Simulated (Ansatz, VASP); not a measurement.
# KF: VASP beside Ansatz

File INCAR:

```
SYSTEM = KF
ALGO = Normal
EDIFF = 1E-7
ENCUT = 520
GGA = PE
ISIF = 2
ISMEAR = 0
LASPH = .TRUE.
LCHARG = .FALSE.
LREAL = .FALSE.
LWAVE = .FALSE.
NBANDS = 15
NELM = 100
PREC = Accurate
SIGMA = 0.05
```

KPOINTS

```
k-points
0
G
  8 8 8
  0 0 0
```

The input POSCAR:

```
KF
1.0
    3.3567236500      0.0000000000      0.0000000000
    0.0000000000      3.2589550000      0.0000000000
    0.0000000000      0.0000000000      3.2589550000
K F
1 1
Direct
    0.0000000000      0.0000000000      0.0000000000
    0.5000000000      0.5000000000      0.5000000000
```

Input for Ansatz:

```yaml
crystal:
  lattice:
    - [3.35672365, 0.0, 0.0]
    - [0.0, 3.258955, 0.0]
    - [0.0, 0.0, 3.258955]
  atoms:
    - { symbol: K, position: [0.0, 0.0, 0.0] }
    - { symbol: F, position: [0.5, 0.5, 0.5] }
basis:
  ecutwfc: 420
kpoints:
  mp_grid: { grid: [8, 8, 8] }
hamiltonian:
  xc: pbe
scf:
  occupations: { method: gaussian, width: 0.05 }
output:
  forces: true
  stress: true
  eigenvalues: true
```

Change from the starting cell: strain +0.0300 x Voigt [1, 0, 0, 0, 0, 0], atoms carried along.

Alike in both runs: task single point; functional PBE; k mesh 8 × 8 × 8; occupations gaussian, width 0.05 eV; no spin polarisation.

|  | VASP | Ansatz |
| --- | --- | --- |
| version | VASP 6.6.1 | Ansatz 0.2.0 |
| potentials or method | VASP PAW PBE potentials, release 64 (K_sv, F), cutoff 520 eV | scalar-relativistic, plane waves, PAW |
| valence electrons in the cell | 16 | 16 |

|  | VASP | Ansatz | Ansatz less VASP |
| --- | --- | --- | --- |
| gap on the k mesh at the Fermi level (eV) | 6.02 | 6.04 | +0.015 |
| least direct gap on the mesh (eV) | 6.08 | 6.09 | +0.014 |
| pressure (GPa) | -0.9 | -0.9 | +0.02 |
| traceless stress, the component that is largest in VASP (GPa) | -1.63 | -1.62 | +0.005 |
